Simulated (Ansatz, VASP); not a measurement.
**One calculation of W, two programs**

```
W
1.0
    -1.59217    1.59217    1.59217
     1.59217   -1.59217    1.59217
     1.59217    1.59217   -1.59217
W
1
Cartesian
  0.0000 0.0000 0.0000
```

Alike in both runs: task single point; functional PBE; k mesh 14 × 14 × 14; occupations gaussian, width 1 eV; no spin polarisation.

```csv
,VASP,Ansatz
version,VASP 6.6.1,Ansatz 0.2.0
potentials or method,"VASP PAW PBE potentials, release 64 (W_sv), cutoff 520 eV","plane waves (420 eV) with PAW, scalar-relativistic"
valence electrons in the cell,14,14
```

```csv
,VASP,Ansatz,Ansatz less VASP
pressure (GPa),1.3,0.8,-0.51
```

Spin-orbit coupling is off throughout.
